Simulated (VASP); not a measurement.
Here is a VASP 6.6.1 calculation.

The input INCAR:

```
PREC = Accurate
ENCUT = 520
EDIFF = 1E-7
ISMEAR = 1
SIGMA = 0.1
LREAL = F
LASPH = T
NELM = 100
ALGO = Normal
ISIF = 2
LWAVE = F
LCHARG = T
LELF = T
LVHAR = T
NBANDS = 19
```

The input KPOINTS:

```
Automatic mesh
0
Gamma
  11 11 5
```

File POSCAR:

```
Cd
1.0
    2.9788700000      0.0000000000      0.0000000000
   -1.4894350000      2.5797770000      0.0000000000
    0.0000000000      0.0000000000      5.6176500000
Cd
2
Direct
    0.3333333333      0.6666666667      0.2500000000
    0.6705429707      0.3410859414      0.7500000000
```

Potentials or basis: VASP PAW LDA potentials, release 64 (Cd).

Run with:

```console
$ cat potpaw_LDA.64/Cd/POTCAR > POTCAR
$ mpirun -np 1 vasp_std > vasp.out
```

Task: Predict the pressure.

Result: -3.8 GPa.

Task: Predict the largest force.

Result: 0.005 eV/Å.

Forces in eV/Å, atoms in the order of the input:
```
Cd   0.000  0.005  0.000
Cd   0.000 -0.005  0.000
```
